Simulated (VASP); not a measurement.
AlGaN, 3 atoms in the cell. It takes space group P-6m2 (No. 187, hexagonal). Conventional cell: a = 3.642 Å, b = 3.642 Å, c = 3.522 Å, α = 90.00°, β = 90.00°, γ = 120.00°. Al (site symmetry -6m2) has 6 N at 2.74 Å and 6 Ga at 2.74 Å and 8 Al at 3.52 to 3.64 Å within 3.7 Å. Within 2.8 Å of Ga (site symmetry -6m2) lie 3 N at 2.10 Å and 6 Al at 2.74 Å. Within 2.8 Å of N (site symmetry -6m2) lie 3 Ga at 2.10 Å and 6 Al at 2.74 Å. The cell was generated, and may not be a known phase.

* Program: VASP 6.6.1
* Task: single point
* Functional: PBE
* Potentials or basis: VASP PAW PBE potentials, release 64 (Al, Ga_d, N)
* Cutoff: 520 eV
* k mesh: 6 × 6 × 6
* Occupations: gaussian, width 0.1 eV
* Spin: collinear spin, ferromagnetic start
* Starting moments: [0.0, 0.0, 1.0] μB
* Dipole correction: no
* Further INCAR settings: ALGO = Normal; EDIFF = 1e-06; NBANDS = 22

Potentials or basis: VASP PAW PBE potentials, release 64 (Al, Ga_d, N).

The run is started by

```sh
$ cat potpaw_PBE.64/Al/POTCAR potpaw_PBE.64/Ga_d/POTCAR potpaw_PBE.64/N/POTCAR > POTCAR
$ mpirun -np 1 vasp_std > vasp.out
```

Hardware: 1 thread of AMD EPYC 7R13 Processor (Zen 3), with other jobs on the host.

Question: How long does it take, and how much memory?

Answer: It took 33 s on 1 thread of AMD EPYC 7R13 Processor (Zen 3) (shared host), peak memory 0.16 GiB. Counts: scf iterations 13, k points 28.
